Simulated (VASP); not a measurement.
Write the native input for VASP 6.6.1 that does the following.

```yaml
Task: single point
Functional: PBE
Potentials_or_basis: VASP PAW PBE potentials, release 64 (Co)
Cutoff: 520 eV
k_mesh: 12 × 12 × 7
Occupations: gaussian, width 0.019 eV
Spin: collinear spin, ferromagnetic start
Starting_moments: "[2.0, 2.0] μB"
Dipole_correction: no
Further_INCAR_settings: ALGO = Normal; EDIFF = 1e-07; NBANDS = 20
```

The structure of Co lies in POSCAR:

```
Co
1.0
    2.4719999032      0.0000000000      0.0000000000
   -1.2359999516      2.1408147143      0.0000000000
    0.0000000000      0.0000000000      4.0211440800
Co
2
Direct
    0.6666666667      0.3333333333      0.7500000000
    0.3333333333      0.6666666667      0.2500000000
```

These files were run (other wordings do the same):

INCAR

```
SYSTEM = Co
PREC     = Accurate       ! precision mode
ENCUT    = 520            ! plane-wave cutoff, eV
EDIFF    = 1E-7           ! SCF threshold, eV
ISMEAR   = 0              ! smearing method
SIGMA    = 0.019000000000000003 ! smearing width, eV
LREAL    = .FALSE.        ! projectors in reciprocal space
LASPH    = .TRUE.         ! aspherical terms in the spheres
NELM     = 150            ! most SCF steps
ALGO     = Normal         ! electronic algorithm
ISIF     = 2              ! what is computed and relaxed
LWAVE    = .FALSE.        ! write WAVECAR
LCHARG   = .FALSE.        ! write CHGCAR
ISPIN    = 2              ! spin polarisation
MAGMOM   = 2 2            ! initial moments
LORBIT   = 11             ! projections on sites
LMAXMIX  = 4              ! l up to which the mixer works
GGA      = PE             ! functional
NBANDS   = 20             ! bands
```

KPOINTS

```
Automatic mesh
0
G
  12 12 7
  0 0 0
```

Potentials or basis: VASP PAW PBE potentials, release 64 (Co).

Launch:

```console
$ cat potpaw_PBE.64/Co/POTCAR > POTCAR
$ mpirun -np 1 vasp_std > vasp.out
```

Results of the run:

The pressure is 4.0 GPa, the net moment is 3.21 μB per cell and the site moments are Co +1.62 μB. The valence electrons inside the program's atomic spheres are Co 8.31.

Caveat: the cell stands under pressure.

Run time: 38 s on 1 thread of AMD EPYC 9R45 96-Core Processor (Zen 5), with other jobs on the host, peak memory 0.13 GiB.
